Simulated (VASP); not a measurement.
# AgCl (F-43m) in VASP: notebook

Aim: see how the results for AgCl move with the level of theory and the settings. Levels: PBE-based global hybrid, PBE-based screened hybrid. Tasks: single point.

All numbers are computed with VASP 6.6.1; they aren't measurements. Logs are shortened: lines on timing, memory, paths and dates and some standing lists are left out, and cuts for length are marked.

### Step 1. The cell of the first run

It takes space group F-43m (No. 216, cubic). The conventional cell has a = 5.986 Å, b = 5.986 Å, c = 5.986 Å, α = 90.00°, β = 90.00°, γ = 90.00°. Within 3.4 Å of Ag (site symmetry -43m) lie 4 Cl at 2.59 Å. Cl (site symmetry -43m) has 4 Ag at 2.59 Å within 3.4 Å.

### Step 2. Single point, PBE-based global hybrid

File POSCAR:

```
AgCl
1.0
    0.0000000000      2.9932461729      2.9932461729
    2.9932461729      0.0000000000      2.9932461729
    2.9932461729      2.9932461729      0.0000000000
Ag Cl
1 1
Direct
    0.0000000000      0.0000000000      0.0000000000
    0.2500000000      0.2500000000      0.2500000000
```

File INCAR.step1:

```
SYSTEM = AgCl
  PREC = Accurate
  ENCUT = 520
  EDIFF = 1E-5
  ISMEAR = 0
  SIGMA = 0.01
  LREAL = .FALSE.
  LASPH = .TRUE.
  NELM = 60
  ALGO = Normal
  ISIF = 2
  LWAVE = .TRUE.
  NBANDS = 16
  GGA = PE
```

File INCAR.step2:

```
SYSTEM = AgCl
  PREC = Accurate
  ENCUT = 520
  EDIFF = 1E-7
  ISMEAR = 0
  SIGMA = 0.01
  LREAL = .FALSE.
  LASPH = .TRUE.
  NELM = 60
  ALGO = Normal
  ISIF = 2
  LWAVE = .FALSE.
  LCHARG = .TRUE.
  GGA = PE
  LHFCALC = .TRUE.
  AEXX = 0.75
  PRECFOCK = Normal
  LELF = .TRUE.
  LVHAR = .TRUE.
  NBANDS = 16
  ISTART = 1
```

File KPOINTS:

```
regular mesh
0
G
  4 4 4
  0 0 0
```

Potentials or basis: VASP PAW PBE potentials, release 64 (Ag, Cl).

The run is started by

```console
> cat potpaw_PBE.64/Ag/POTCAR potpaw_PBE.64/Cl/POTCAR > POTCAR
> cp INCAR.step1 INCAR
> mpirun -np 1 vasp_std > vasp.out
> cp INCAR.step2 INCAR
> mpirun -np 1 vasp_std > vasp.out
```

OUTCAR:

```text
SYSTEM = AgCl
   PREC = Accurate
   ENCUT = 520
   EDIFF = 1E-7
   ISMEAR = 0
   LREAL = .FALSE.
   LASPH = .TRUE.
   NELM = 60
   ISIF = 2
   GGA = PE
   LHFCALC = .TRUE.
   AEXX = 0.75
   PRECFOCK = Normal
   ISTART = 1

 ion  position               nearest neighbor table
   1  0.000  0.000  0.000-   2 2.59   2 2.59   2 2.59   2 2.59
   2  0.250  0.250  0.250-   1 2.59   1 2.59   1 2.59   1 2.59

  LATTYP: Found a face centered cubic cell.
 ALAT       =     5.9864923458

  Lattice vectors:

 A1 = (   0.0000000000,   2.9932461729,   2.9932461729)
 A2 = (   2.9932461729,   0.0000000000,   2.9932461729)
 A3 = (   2.9932461729,   2.9932461729,   0.0000000000)

Analysis of symmetry for initial positions (statically):
=====================================================================
 Subroutine PRICEL returns:
 Original cell was already a primitive cell.

 Routine SETGRP: Setting up the symmetry group for a
 face centered cubic supercell.

 Subroutine GETGRP returns: Found 24 space group operations
 (whereof 24 operations were pure point group operations)
 out of a pool of 48 trial point group operations.

The static configuration has the point symmetry T_d .

Analysis of symmetry for dynamics (positions and initial velocities):
=====================================================================
 Subroutine PRICEL returns:
 Original cell was already a primitive cell.

 Routine SETGRP: Setting up the symmetry group for a
 face centered cubic supercell.

 Subroutine GETGRP returns: Found 24 space group operations
 (whereof 24 operations were pure point group operations)
 out of a pool of 48 trial point group operations.

The dynamic configuration has the point symmetry T_d .

 Subroutine INISYM returns: Found 24 space group operations
 (whereof 24 operations are pure point group operations),
 and found     1 'primitive' translations

----------------------------------------------------------------------------------------

                                     Primitive cell

  volume of cell :      53.6361

  direct lattice vectors                    reciprocal lattice vectors
     0.000000000  2.993246173  2.993246173    -0.167042726  0.167042726  0.167042726
     2.993246173  0.000000000  2.993246173     0.167042726 -0.167042726  0.167042726
     2.993246173  2.993246173  0.000000000     0.167042726  0.167042726 -0.167042726

  length of vectors
     4.233089333  4.233089333  4.233089333     0.289326488  0.289326488  0.289326488

  position of ions in fractional coordinates (direct lattice)
     0.000000000  0.000000000  0.000000000
     0.250000000  0.250000000  0.250000000

  ion indices of the primitive-cell ions
   primitive index   ion index
                 1           1
                 2           2

----------------------------------------------------------------------------------------

 KPOINTS: regular mesh

Automatic generation of k-mesh.
 Grid dimensions read from file:
 generate k-points for:    4    4    4

 Generating k-lattice:

  Cartesian coordinates                     Fractional coordinates (reciprocal lattice)
    -0.041760681  0.041760681  0.041760681     0.250000000  0.000000000  0.000000000
     0.041760681 -0.041760681  0.041760681     0.000000000  0.250000000  0.000000000
     0.041760681  0.041760681 -0.041760681     0.000000000  0.000000000  0.250000000

  Length of vectors
     0.072331622  0.072331622  0.072331622

  Shift w.r.t. Gamma in fractional coordinates (k-lattice)
     0.000000000  0.000000000  0.000000000

 Subroutine IBZKPT returns following result:
 ===========================================

 Found      8 irreducible k-points:

 Following reciprocal coordinates:
            Coordinates               Weight
  0.000000  0.000000  0.000000      1.000000
  0.250000  0.000000  0.000000      8.000000
  0.500000  0.000000  0.000000      4.000000
  0.250000  0.250000  0.000000      6.000000
  0.500000  0.250000  0.000000     24.000000
 -0.250000  0.250000  0.000000     12.000000
  0.500000  0.500000  0.000000      3.000000
 -0.250000  0.500000  0.250000      6.000000
   k-points           NKPTS =      8   k-points in BZ     NKDIM =     64   number of bands    NBANDS=     16
   number of dos      NEDOS =    301   number of ions     NIONS =      2
   total plane-waves  NPLWV =  32768
   dimension x,y,z NGX =    32 NGY =   32 NGZ =   32
   dimension x,y,z NGXF=    64 NGYF=   64 NGZF=   64
   ions per type =               1   1
   NGX,Y,Z   is equivalent  to a cutoff of  12.57, 12.57, 12.57 a.u.
   NGXF,Y,Z  is equivalent  to a cutoff of  25.13, 25.13, 25.13 a.u.
 SYSTEM =  AgCl
   PREC   = accura    normal or accurate (medium, high low for compatibility)
   ISTART =      1    job   : 0-new  1-cont  2-samecut
   ICHARG =      0    charge: 1-file 2-atom 10-const
   ISPIN  =      1    spin polarized calculation?
   LNONCOLLINEAR =      F non collinear calculations
   LSORBIT =      F    spin-orbit coupling
   LASPH  =      T    aspherical Exc in radial PAW
   ENCUT  =  520.0 eV  38.22 Ry    6.18 a.u.   7.87  7.87  7.87*2*pi/ulx,y,z
   NELM   =     60;   NELMIN=  2; NELMDL=  0     # of ELM steps
   EDIFF  = 0.1E-06   stopping-criterion for ELM
   LREAL  =      F    real-space projection
   EDIFFG = 0.1E-05   stopping-criterion for IOM
   NSW    =      0    number of steps for IOM
   IBRION =     -1    ionic relax: 0-MD 1-quasi-New 2-CG
   NFREE  =      0    steps in history (QN), initial steepest desc. (CG)
   ISIF   =      2    stress and relaxation
   ISYM   =      3    0-nonsym 1-usesym 2-fastsym
   POTIM  = 0.5000    time-step for ionic-motion
   TEBEG  =    0.0;   TEEND  =   0.0 temperature during run
   PSTRESS=    0.0 pullay stress
   NELECT =      18.0000    total number of electrons
   NUPDOWN=      -1.0000    fix difference up-down
   EMIN   =  10.00;   EMAX   =-10.00  energy-range for DOS
   EFERMI =   0.00;   METHOD = LEGACY
   ISMEAR =     0;   SIGMA  =   0.01  broadening in eV -4-tet -1-fermi 0-gaus
   EFERMI_NEDOS =   21; number of points for ismear=-14 and -15
   IALGO  =     38    algorithm
   IMIX   =      1    mixing-type and parameters
     AMIX     =   0.40;   BMIX     =  1.00
     AMIX_MAG =   1.60;   BMIX_MAG =  1.00
  volume/ion in A,a.u.               =      26.82       180.98
  Fermi-wavevector in a.u.,A,eV,Ry     =   1.137662  2.149869 17.609676  1.294275
  Thomas-Fermi vector in A             =   2.274367
   LORBIT       =      0    0 simple, 1 ext, 2 COOP (PROOUT), +10 PAW based schemes
   GGA     = PE    functional components
   LHFCALC =     T    Hartree Fock is set to
   PRECFOCK=normal    Normal, Fast or Accurate (Low or Medium for compatibility)
   ENCUT4O =  -1.0   cutoff for four orbital integrals eV
   NKREDX  =     1    reduce k-point grid by
   NKREDY  =     1    reduce k-point grid by
   NKREDZ  =     1    reduce k-point grid by
   AEXX    =    0.7500 exact exchange contribution
   HFSCREEN=    0.0000 screening length (either q_TF or 0.3 A-1)
   HFSCREENC=   0.0000 screening length for correlation (either q_TF or 0.3 A-1)
   ENCUTFOCK=  -1.0 apply spherical cutoff to Coloumb kernel
   IVDW    =     0    specifies the selected vdW correction
   LEPSILON=     F    determine dielectric tensor
   LRPA    =     F    only Hartree local field effects (RPA)
 non-spin polarized calculation
 Gauss-broadening in eV      SIGMA  =   0.01
  energy-cutoff  :      520.00
  volume of cell :       53.64
 maximum number of plane-waves:      1459
  NGX = 24; NGY = 24; NGZ = 24

 number of electron      17.9999995 magnetization

 Free energy of the ion-electron system (eV)
  ---------------------------------------------------
  ext. energy  EPLUGINS =         0.00000000
  ---------------------------------------------------
  free energy    TOTEN  =       -11.18733382 eV

  energy without entropy =      -11.18733382  energy(sigma->0) =      -11.18733382

 E-fermi :  -2.5001     XC(G=0):  -3.0575

 val. band max:       -2.5853608379   @ k =   0.0000   0.0000   0.0000
 cond. band min:       5.4165303175   @ k =   0.0000   0.0000   0.0000
 fundamental gap:      8.0018911554
 Fermi energy:        -2.5001499126

 k-point     1 :       0.0000    0.0000    0.0000
  band No.  band energies     occupation
      1     -20.7918      2.00000
      2      -7.7582      2.00000
      3      -7.7582      2.00000
      4      -7.7582      2.00000
      5      -5.9813      2.00000
      6      -5.9813      2.00000
[... 8 lines left out ...]
     15      17.5573      0.00000
     16      17.5573      0.00000

 k-point     2 :       0.2500    0.0000    0.0000
  band No.  band energies     occupation
      1     -20.6835      2.00000
      2      -7.6163      2.00000
      3      -7.6163      2.00000
      4      -7.5520      2.00000
      5      -5.9820      2.00000
      6      -5.9820      2.00000
[... 8 lines left out ...]
     15      16.4349      0.00000
     16      16.6427      0.00000

 k-point     3 :       0.5000    0.0000    0.0000
  band No.  band energies     occupation
      1     -20.5733      2.00000
      2      -7.4850      2.00000
      3      -7.4850      2.00000
      4      -6.8107      2.00000
      5      -5.9272      2.00000
      6      -5.9272      2.00000
[... 8 lines left out ...]
     15      18.5767      0.00000
     16      18.5767      0.00000

 k-point     4 :       0.2500    0.2500    0.0000
  band No.  band energies     occupation
      1     -20.6481      2.00000
      2      -7.7182      2.00000
      3      -7.4417      2.00000
      4      -7.4417      2.00000
      5      -6.0727      2.00000
      6      -5.9155      2.00000
[... 8 lines left out ...]
     15      17.7491      0.00000
     16      19.8940      0.00000

 k-point     5 :       0.5000    0.2500    0.0000
  band No.  band energies     occupation
      1     -20.5391      2.00000
      2      -7.5213      2.00000
      3      -7.2497      2.00000
      4      -6.8814      2.00000
      5      -5.9074      2.00000
      6      -5.9069      2.00000
[... 8 lines left out ...]
     15      18.7180      0.00000
     16      19.2029      0.00000

 k-point     6 :      -0.2500    0.2500    0.0000
  band No.  band energies     occupation
      1     -20.5750      2.00000
      2      -7.4634      2.00000
      3      -7.4360      2.00000
      4      -7.0857      2.00000
      5      -6.0161      2.00000
      6      -5.9289      2.00000
[... 8 lines left out ...]
     15      17.8048      0.00000
     16      19.0320      0.00000

 k-point     7 :       0.5000    0.5000    0.0000
  band No.  band energies     occupation
      1     -20.5037      2.00000
      2      -7.5897      2.00000
      3      -6.9541      2.00000
      4      -6.9541      2.00000
      5      -5.9127      2.00000
      6      -5.8485      2.00000
[... 8 lines left out ...]
     15      17.9940      0.00000
     16      19.3406      0.00000

 k-point     8 :      -0.2500    0.5000    0.2500
  band No.  band energies     occupation
      1     -20.5035      2.00000
      2      -7.4781      2.00000
      3      -6.9845      2.00000
      4      -6.7555      2.00000
      5      -6.0610      2.00000
      6      -5.6411      2.00000
[... 8 lines left out ...]
     15      18.0123      0.00000
     16      18.8472      0.00000

------------------------ aborting loop because EDIFF is reached ----------------------------------------

  FORCE on cell =-STRESS in cart. coord.  units (eV):
  Direction    XX          YY          ZZ          XY          YZ          ZX
  --------------------------------------------------------------------------------------
  -------------------------------------------------------------------------------------
  Total        0.1539330      0.1539330      0.1539330      0.0000000      0.0000000     -0.0000000
  in kB        4.5981691      4.5981691      4.5981691      0.0000000      0.0000000     -0.0000000
  external PRESSURE =       4.5981691 kB  Pullay stress =       0.0000000 kB

 VOLUME and BASIS-vectors are now :
 -----------------------------------------------------------------------------
  energy-cutoff  :      520.00
  volume of cell :       53.64
      direct lattice vectors                 reciprocal lattice vectors
     0.000000000  2.993246173  2.993246173    -0.167042726  0.167042726  0.167042726
     2.993246173  0.000000000  2.993246173     0.167042726 -0.167042726  0.167042726
     2.993246173  2.993246173  0.000000000     0.167042726  0.167042726 -0.167042726

 POSITION                                       TOTAL-FORCE (eV/Angst)
 -----------------------------------------------------------------------------------
      0.00000      0.00000      0.00000        -0.000000     -0.000000     -0.000000
      1.49662      1.49662      1.49662         0.000000      0.000000      0.000000
 -----------------------------------------------------------------------------------
    total drift:                               -0.000001      0.000006      0.000001

  FREE ENERGIE OF THE ION-ELECTRON SYSTEM (eV)
  ---------------------------------------------------
  free  energy   TOTEN  =       -11.1873338230 eV

  energy  without entropy=      -11.1873338230  energy(sigma->0) =      -11.18733382
```

It took 13 min on 1 thread of Intel Xeon Platinum 8488C (Sapphire Rapids), shared host; peak memory 0.18 GiB.

Results:

```yaml
Free_energy: -11.1873 eV
Pressure: 0.5 GPa
Band_gap_on_the_k_mesh: 8.00 eV, direct
```

Caveat: the k points lie up to 0.45 Å⁻¹ apart; the PAW data sets were made with another functional, which shifts forces and pressure a little.

[end of part 1 of 2]
